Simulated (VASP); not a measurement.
Runs of VASP 6.6.1 on InO2. The structure is that of space group P4/mmm (No. 123), or close to it. The cells are those of the table. 

```tsv
task	spin	cell	k mesh	cutoff (eV)	gap on the mesh (eV)	pressure (GPa)
single point	off	a = 3.612, b = 3.612, c = 3.722 Å, 3 atoms	6 × 6 × 6	520	none	(a)
single point	collinear, ferromagnetic start	a = 4.033, b = 4.033, c = 4.747 Å, 3 atoms	4 × 4 × 4	520	none	2.1
relaxation of cell and atoms	off	relaxed from a = 3.612, b = 3.612, c = 3.722 Å, 3 atoms	6 × 6 × 6	600	none	0.0
single point	off	a = 4.033, b = 4.033, c = 4.747 Å, 3 atoms	6 × 6 × 6	520	none	0.3
```

Alike in all rows: level PBE; potentials or basis VASP PAW PBE potentials, release 64 (In_d, O); smearing gaussian 0.1 eV.

Problem. Fill in the values left out.

Solution. (a) 48.0.

Caveats: some runs use coarse meshes; spin-orbit coupling is left out, which moves the levels of the heavy elements; an odd number of electrons without spin polarisation forces a metal (some runs); a magnetic or distorted state may lie lower (some runs).

A k mesh can miss the band edges, and the runs leave out spin-orbit coupling on In.

A gap of «none» marks levels without a gap at the run's occupations.
